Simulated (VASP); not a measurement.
A run of VASP 6.6.1:

Contents of POSCAR:

```
HfB
1.0
    0.0000000000      2.3989328589      2.3989328589
    2.3989328589      0.0000000000      2.3989328589
    2.3989328589      2.3989328589      0.0000000000
Hf B
1 1
Direct
    0.5000000000      0.5000000000      0.5000000000
    0.0000000000      0.0000000000      0.0000000000
```

INCAR.step1

```
PREC     = Accurate       # precision mode
ENCUT    = 550            # plane-wave cutoff, eV
ISMEAR   = 0              # smearing method
SIGMA    = 0.05           # smearing width, eV
LREAL    = F              # projectors in reciprocal space
LASPH    = T              # aspherical terms in the spheres
NELM     = 120            # most SCF steps
NBANDS   = 14             # bands
GGA      = PE             # functional
ALGO     = Normal         # electronic algorithm
EDIFF    = 1E-5           # SCF threshold, eV
LWAVE    = T              # write WAVECAR
LCHARG   = F              # write CHGCAR
GGA_COMPAT= F
```

File INCAR.step2:

```
PREC     = Accurate       # precision mode
ENCUT    = 550            # plane-wave cutoff, eV
EDIFF    = 1E-6           # SCF threshold, eV
ISMEAR   = 0              # smearing method
SIGMA    = 0.05           # smearing width, eV
LREAL    = F              # projectors in reciprocal space
LASPH    = T              # aspherical terms in the spheres
NELM     = 120            # most SCF steps
ALGO     = Normal         # electronic algorithm
ISIF     = 2              # what is computed and relaxed
LWAVE    = F              # write WAVECAR
LCHARG   = F              # write CHGCAR
METAGGA  = R2SCAN         # meta-GGA
LMIXTAU  = T            
IVDW     = 12             # dispersion correction
VDW_S6   = 1.0          
VDW_S8   = 0.78981345   
VDW_A1   = 0.49484001   
VDW_A2   = 5.73083694   
NBANDS   = 14             # bands
ISTART   = 1            
GGA_COMPAT= F
```

KPOINTS

```
regular mesh
0
Gamma
  8 8 8
```

Potentials or basis: VASP PAW PBE potentials, release 64 (Hf_pv, B).

Run with:

```console
$ cat potpaw_PBE.64/Hf_pv/POTCAR potpaw_PBE.64/B/POTCAR > POTCAR
$ cp INCAR.step1 INCAR
$ mpirun -np 1 vasp_std > vasp.out
$ cp INCAR.step2 INCAR
$ mpirun -np 1 vasp_std > vasp.out
```

Hardware: 1 thread of Intel Xeon 8259CL, with other jobs on the host.

Task: Estimate the wall time of this run.

Result: Wall time 79 s on 1 thread of Intel Xeon 8259CL, on a shared host, peak memory 0.18 GiB. Counts: k points 29.
